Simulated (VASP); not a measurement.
Write the native input for VASP 6.6.1 that does the following.

```
Task                   : single point
Functional             : PBE
Potentials or basis    : VASP PAW PBE potentials, release 64 (Ga_d, B, As)
Cutoff                 : 520 eV
k mesh                 : 12 × 12 × 4
Occupations            : gaussian, width 0.1 eV
Spin                   : no spin polarisation
Dipole correction      : no
Further INCAR settings : ALGO = Normal; EDIFF = 1e-06; NBANDS = 31
```

The structure of Ga2BAs3 lies in POSCAR:

```
Ga2BAs3
1.0
    3.8481040511      0.0000000000      0.0000000000
   -1.9240520256      3.3325558647      0.0000000000
    0.0000000000      0.0000000000      9.5232405244
Ga B As
2 1 3
Direct
    0.0000000000      0.0000000000      0.9883452851
    0.6666666667      0.3333333333      0.3443606168
    0.3333333333      0.6666666667      0.6604665552
    0.0000000000      0.0000000000      0.7280769752
    0.3333333333      0.6666666667      0.4423843406
    0.6666666667      0.3333333333      0.0863662271
```

The input as run:

INCAR

```
  PREC = Accurate
  ENCUT = 520
  EDIFF = 1E-6
  ISMEAR = 0
  SIGMA = 0.1
  LREAL = False
  LASPH = True
  NELM = 80
  ALGO = Normal
  ISIF = 2
  LWAVE = False
  LCHARG = True
  GGA = PE
  LELF = True
  LVHAR = True
  NBANDS = 31
```

KPOINTS

```
regular mesh
0
Gamma
  12 12 4
```

Potentials or basis: VASP PAW PBE potentials, release 64 (Ga_d, B, As).

Command:

```console
$ cat potpaw_PBE.64/Ga_d/POTCAR potpaw_PBE.64/B/POTCAR potpaw_PBE.64/As/POTCAR > POTCAR
$ mpirun -np 1 vasp_std > vasp.out
```

Results of the run:

```json
{"Pressure": "0.2 GPa", "Largest force": "0.036 eV/Å", "Band gap on the k mesh": "zero (filled and empty bands touch)"}
```

Caveat: semilocal functionals underestimate gaps, so a narrow gap can read as zero.

Wall time 3.9 min on 1 thread of Intel(R) Xeon(R) Platinum 8375C CPU @ 2.90GHz (Ice Lake), with other jobs on the host, peak memory 0.4 GiB.
